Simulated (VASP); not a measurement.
Here is a VASP 6.6.1 calculation.

File INCAR:

```
PREC = Accurate
ENCUT = 600
EDIFF = 1E-6
ISMEAR = 0
SIGMA = 0.1
LREAL = F
LASPH = T
NELM = 150
ALGO = Normal
ISIF = 3
LWAVE = F
LCHARG = F
ISPIN = 2
MAGMOM = 0 4.83 0 0 0
LORBIT = 11
LMAXMIX = 4
GGA = PE
IBRION = 2
NSW = 90
EDIFFG = -0.04
```

Contents of KPOINTS:

```
regular mesh
0
Gamma
  4 4 4
```

POSCAR

```
ZrCrSb3
1.0
    4.7289888308      0.0000000000      0.0000000000
    0.0000000000      4.7289888308      0.0000000000
    0.0000000000      0.0000000000      4.7289888308
Zr Cr Sb
1 1 3
Direct
    0.5000000000      0.5000000000      0.5000000000
    0.0000000000      0.0000000000      0.0000000000
    0.0000000000      0.5000000000      0.5000000000
    0.5000000000      0.0000000000      0.5000000000
    0.5000000000      0.5000000000      0.0000000000
```

Potentials or basis: VASP PAW PBE potentials, release 64 (Zr_sv, Cr_pv, Sb).

Command:

```console
$ cat potpaw_PBE.64/Zr_sv/POTCAR potpaw_PBE.64/Cr_pv/POTCAR potpaw_PBE.64/Sb/POTCAR > POTCAR
$ mpirun -np 1 vasp_std > vasp.out
```

(1) Estimate the relaxed cell.

(2) Estimate the space group after relaxing (to 0.1 Å).

(3) What does it give for the net moment?

Answers

(1) a = 5.526 Å, b = 5.526 Å, c = 5.526 Å, α = 90.00°, β = 90.00°, γ = 90.00°.

(2) Pm-3m (No. 221).

(3) 5.04 μB per cell.

Caveat: a cell with one magnetic atom can't hold antiferromagnetic order, which such compounds often take.
